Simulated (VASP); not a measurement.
# GeS (Pnma) in VASP: notebook, part 2 of 2

VASP 6.6.1.

### 4 Single point, PBE+D3(BJ) (18.80 Å³/atom)

File INCAR:

```
ALGO = Normal
EDIFF = 1E-6
ENCUT = 500
GGA = PE
GGA_COMPAT = False
ISIF = 2
ISMEAR = 0
IVDW = 12
LASPH = True
LCHARG = False
LREAL = False
LWAVE = False
NBANDS = 50
NELM = 120
PREC = Accurate
SIGMA = 0.02
```

File KPOINTS:

```
k-points
0
Gamma
  4 8 6
```

File POSCAR:

```
GeS
1.0
   10.1550494378      0.0000000000      0.0000000000
    0.0000000000      3.6486012672      0.0000000000
    0.0000000000      0.0000000000      4.0583675203
Ge S
4 4
Direct
    0.1164884619      0.2500000000      0.1148433374
    0.3835115381      0.7500000000      0.6148433374
    0.6164884619      0.2500000000      0.3851566626
    0.8835115381      0.7500000000      0.8851566626
    0.8535545146      0.2500000000      0.4917143721
    0.6464454854      0.7500000000     -0.0082856279
    0.3535545146      0.2500000000      1.0082856279
    0.1464454854      0.7500000000      0.5082856279
```

Potentials or basis: VASP PAW PBE potentials, release 64 (Ge_d, S).

Launch:

```console
cat potpaw_PBE.64/Ge_d/POTCAR potpaw_PBE.64/S/POTCAR > POTCAR
mpirun -np 1 vasp_std > vasp.out
```

OUTCAR:

```text
EDIFF = 1E-6
   ENCUT = 500
   GGA = PE
   ISIF = 2
   ISMEAR = 0
   IVDW = 12
   LASPH = True
   LREAL = False
   NELM = 120
   PREC = Accurate
 IVDW          = 12

 ion  position               nearest neighbor table
   1  0.116  0.250  0.115-   8 2.44   8 2.44   7 2.45
   2  0.384  0.750  0.615-   7 2.44   7 2.44   8 2.45
   3  0.616  0.250  0.385-   6 2.44   6 2.44   5 2.45
   4  0.884  0.750  0.885-   5 2.44   5 2.44   6 2.45
   5  0.854  0.250  0.492-   4 2.44   4 2.44   3 2.45
   6  0.646  0.750  0.992-   3 2.44   3 2.44   4 2.45
   7  0.354  0.250  0.008-   2 2.44   2 2.44   1 2.45
   8  0.146  0.750  0.508-   1 2.44   1 2.44   2 2.45
[... 1492 lines left out ...]
  Total       2.28238     2.34698     2.34744     0.00000     0.00000     0.00000
  in kB      24.31860    25.00693    25.01181     0.00000     0.00000     0.00000
  external pressure =       24.78 kB  Pullay stress =        0.00 kB

 VOLUME and BASIS-vectors are now :
 -----------------------------------------------------------------------------
  energy-cutoff  :      500.00
  volume of cell :      150.37
      direct lattice vectors                 reciprocal lattice vectors
    10.155049438  0.000000000  0.000000000     0.098473179  0.000000000  0.000000000
     0.000000000  3.648601267  0.000000000     0.000000000  0.274077633  0.000000000
     0.000000000  0.000000000  4.058367520     0.000000000  0.000000000  0.246404495

 POSITION                                       TOTAL-FORCE (eV/Angst)
 -----------------------------------------------------------------------------------
      1.18295      0.91215      0.46608         0.009652     -0.000000     -0.007423
      3.89458      2.73645      2.49526        -0.009652      0.000000     -0.007423
      6.26047      0.91215      1.56311         0.009652      0.000000      0.007423
      8.97210      2.73645      3.59229        -0.009652      0.000000      0.007423
      8.66789      0.91215      1.99556         0.003344     -0.000000     -0.004377
      6.56469      2.73645      4.02474        -0.003344      0.000000     -0.004377
      3.59036      0.91215      0.03363         0.003344      0.000000      0.004377
      1.48716      2.73645      2.06281        -0.003344      0.000000      0.004377
 -----------------------------------------------------------------------------------
    total drift:                                0.000000      0.000000     -0.000000

  FREE ENERGIE OF THE ION-ELECTRON SYSTEM (eV)
  ---------------------------------------------------
  free  energy   TOTEN  =       -39.0418028636 eV

  energy  without entropy=      -39.0418028636  energy(sigma->0) =      -39.04180286
```

It took 12 min on 1 thread of Oxide Virtual Turin-like, shared host; peak memory 0.42 GiB.

Results:

- Free energy: -39.0418 eV
- Pressure: 2.5 GPa
- Largest force: 0.012 eV/Å
- Band gap on the k mesh: 0.68 eV (least direct gap 1.05 eV)
- Dispersion energy per atom: -0.341 eV

Forces on the atoms (eV/Å):
```
Ge   0.010  0.000 -0.007
Ge  -0.010  0.000 -0.007
Ge   0.010  0.000  0.007
Ge  -0.010  0.000  0.007
S    0.003  0.000 -0.004
S   -0.003  0.000 -0.004
S    0.003  0.000  0.004
S   -0.003  0.000  0.004
```

Levels at points of the mesh, in eV from the valence-band top:
| k point | band 37 | band 38 | band 39 | band 40 | band 41 | band 42 | band 43 | band 44 |
| --- | --- | --- | --- | --- | --- | --- | --- | --- |
| (0.00, 0.00, 0.00) | -1.86 | -1.11 | -1.01 | -0.37 | 0.68 | 2.70 | 2.88 | 3.11 |
| (0.50, 0.00, 0.00) | -2.22 | -2.22 | -0.60 | -0.60 | 2.39 | 2.39 | 2.73 | 2.73 |
| (0.00, 0.50, 0.00) | -1.34 | -1.34 | -1.17 | -1.17 | 1.21 | 1.21 | 1.65 | 1.65 |
| (0.50, 0.50, 0.00) | -1.51 | -1.51 | -1.51 | -1.51 | 1.74 | 1.74 | 1.74 | 1.74 |
| (0.00, 0.00, 0.50) | -0.96 | -0.96 | -0.24 | -0.24 | 1.50 | 1.50 | 1.97 | 1.97 |
| (0.50, 0.00, 0.50) | -0.70 | -0.70 | -0.25 | -0.25 | 1.37 | 1.37 | 2.05 | 2.05 |
| (0.00, 0.50, 0.50) | -2.74 | -2.74 | -1.77 | -1.77 | 3.05 | 3.05 | 3.39 | 3.39 |
| (0.50, 0.50, 0.50) | -1.75 | -1.75 | -1.75 | -1.75 | 2.59 | 2.59 | 2.59 | 2.59 |

A k mesh can miss the band edges.

### 5 Single point, PBE+D3(BJ) (19.44 Å³/atom)

This run uses another cell than the first one, of 19.44 Å³/atom.

File INCAR:

```
SYSTEM = GeS
PREC = Accurate ; ENCUT = 500
EDIFF = 1E-6 ; ISMEAR = 0
SIGMA = 0.02 ; LREAL = .FALSE.
LASPH = .TRUE. ; NELM = 120
ALGO = Normal ; ISIF = 2
LWAVE = .FALSE. ; LCHARG = .TRUE.
GGA = PE ; IVDW = 12
LELF = .TRUE. ; LVHAR = .TRUE.
NBANDS = 50 ; GGA_COMPAT = .FALSE.
```

File KPOINTS:

```
Automatic mesh
0
G
  4 8 6
  0 0 0
```

File POSCAR:

```
GeS
1.0
   10.2805893395      0.0000000000      0.0000000000
    0.0000000000      3.6632846981      0.0000000000
    0.0000000000      0.0000000000      4.1288571463
Ge S
4 4
Direct
    0.1190635623      0.2500000000      0.1189007788
    0.3809364377      0.7500000000      0.6189007788
    0.6190635623      0.2500000000      0.3810992212
    0.8809364377      0.7500000000      0.8810992212
    0.8527504858      0.2500000000      0.4934921374
    0.6472495142      0.7500000000     -0.0065078626
    0.3527504858      0.2500000000      1.0065078626
    0.1472495142      0.7500000000      0.5065078626
```

Launch:

```console
cat potpaw_PBE.64/Ge_d/POTCAR potpaw_PBE.64/S/POTCAR > POTCAR
mpirun -np 1 vasp_std > vasp.out
```

It took 13 min on 1 thread of Oxide Virtual Turin-like, shared host; peak memory 0.42 GiB.

It converged, with:

* Free energy: -39.1073 eV
* Pressure: 1.6 GPa
* Largest force: 0.005 eV/Å
* Band gap on the k mesh: 0.84 eV (least direct gap 1.11 eV)
* Dispersion energy per atom: -0.332 eV

Forces in eV/Å, atoms in the order of the input:
```
Ge   0.002  0.000 -0.004
Ge  -0.002  0.000 -0.004
Ge   0.002  0.000  0.004
Ge  -0.002  0.000  0.004
S    0.002  0.000 -0.002
S   -0.002  0.000 -0.002
S    0.002  0.000  0.002
S   -0.002  0.000  0.002
```

Levels at points of the mesh, in eV from the valence-band top:
```csv
k point,band 38,band 39,band 40,band 41,band 42,band 43
"(0.00, 0.00, 0.00)",-1.05,-0.94,-0.27,0.84,2.70,2.85
"(0.50, 0.00, 0.00)",-2.11,-0.53,-0.53,2.43,2.43,2.69
"(0.00, 0.50, 0.00)",-1.34,-1.13,-1.13,1.32,1.32,1.64
"(0.50, 0.50, 0.00)",-1.47,-1.47,-1.47,1.77,1.77,1.77
"(0.00, 0.00, 0.50)",-0.93,-0.23,-0.23,1.56,1.56,2.24
"(0.50, 0.00, 0.50)",-0.68,-0.25,-0.25,1.47,1.47,2.31
"(0.00, 0.50, 0.50)",-2.55,-1.63,-1.63,3.10,3.10,3.40
"(0.50, 0.50, 0.50)",-1.65,-1.65,-1.65,2.71,2.71,2.71
```

A k mesh can miss the band edges.

### 6 The runs side by side

| task | cell | gap on the mesh (eV) | pressure (GPa) | largest force (eV/Å) |
| --- | --- | --- | --- | --- |
| relaxation of shape and atoms at fixed volume | relaxed from a = 10.166, b = 3.623, c = 4.083 Å, 8 atoms, atomic positions A | 0.69 | 2.5 | 0.01 |
| relaxation of shape and atoms at fixed volume | relaxed from a = 10.306, b = 3.628, c = 4.159 Å, 8 atoms, atomic positions B | 0.84 | 1.6 | 0.01 |
| single point | a = 10.155, b = 3.649, c = 4.058 Å, 8 atoms, atomic positions C | 0.68 | 2.5 | 0.01 |
| single point | a = 10.281, b = 3.663, c = 4.129 Å, 8 atoms, atomic positions A | 0.84 | 1.6 | - |

Alike in all rows: level PBE+D3(BJ); potentials or basis VASP PAW PBE potentials, release 64 (Ge_d, S); no spin polarisation; k mesh 4 × 8 × 6; cutoff (eV) 500; smearing gaussian 0.02 eV.

Absolute energies hang on the potentials; compare differences alone.
